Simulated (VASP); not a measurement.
A run of VASP 6.6.1 is set up as follows.

File INCAR:

```
SYSTEM = Li4F
PREC = Accurate
ENCUT = 1010
EDIFF = 1E-6
ISMEAR = 0
SIGMA = 0.1
LREAL = .FALSE.
LASPH = .TRUE.
NELM = 120
ALGO = Normal
ISIF = 2
LWAVE = .FALSE.
LCHARG = .TRUE.
LDIPOL = .TRUE.
IDIPOL = 3
DIPOL = 0.5 0.5 0.501
GGA = PS
LELF = .TRUE.
LVHAR = .TRUE.
LVACPOTAV = .TRUE.
NBANDS = 18
GGA_COMPAT = .FALSE.
NELMDL = -8
```

Contents of KPOINTS:

```
Automatic mesh
0
G
  9 9 1
  0 0 0
```

Contents of POSCAR:

```
Li4F
1.0
    3.0534023716      0.0000000000      0.0000000000
    0.0000000000      3.0534023716      0.0000000000
    0.0000000000      0.0000000000     25.4772445679
Li F
4 1
Direct
    0.5000000000      0.5000000000      0.3336310557
    0.0000000000      0.0000000000      0.4183765436
    0.5000000000      0.5000000000      0.5064914558
    0.0000000000      0.0000000000      0.5914671006
    0.0000000000      0.0000000000      0.6529972966
```

Potentials or basis: VASP PAW PBE potentials, release 64 (Li_sv, F_h).

The run is started by

```sh
$ cat potpaw_PBE.64/Li_sv/POTCAR potpaw_PBE.64/F_h/POTCAR > POTCAR
$ mpirun -np 1 vasp_std > vasp.out
```

Problem. Predict the largest force.

Solution. 0.269 eV/Å.

Problem. Estimate the band gap on the k mesh.

Solution. Zero (an odd number of electrons rules out a gap without spin polarisation).

Forces in eV/Å, atoms in the order of the input:
```
Li   0.000  0.000  0.013
Li   0.000  0.000  0.062
Li   0.000  0.000 -0.269
Li   0.000  0.000  0.071
F    0.000  0.000  0.122
```

Caveat: the PAW data sets were made with another functional, which shifts forces and pressure a little.
